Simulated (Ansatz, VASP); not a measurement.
# BP in VASP and in Ansatz

```xyz
2
Lattice="0.0000 2.2383 2.2383 2.2383 0.0000 2.2383 2.2383 2.2383 0.0000" Properties=species:S:1:pos:R:3 pbc="T T T"
P     3.3575    3.3575    3.3575
B     0.0000    0.0000    0.0000
```

Alike in both runs: task single point; functional BLYP; dispersion D3(BJ); k mesh 10 × 10 × 10; occupations fermi-dirac, width 0.05 eV; no spin polarisation.

|  | VASP | Ansatz |
| --- | --- | --- |
| version | VASP 6.6.1 | Ansatz 0.2.0 |
| potentials or method | VASP PAW PBE potentials, release 64 (P, B) | Ansatz PAW |
| plane-wave cutoff (eV) | 520 | 420 |
| valence electrons in the cell | 8 | 8 |

Ansatz gave:

| Item | Value |
| --- | --- |
| gap on the k mesh at the Fermi level (eV) | 1.46 |
| least direct gap on the mesh (eV) | 3.62 |
| pressure (GPa) | 3.4 |

Task: Estimate VASP's values.

Result: gap on the k mesh at the Fermi level (eV): 1.49; least direct gap on the mesh (eV): 3.65; pressure (GPa): 3.2.

VASP's potentials were made for PBE, not for BLYP.
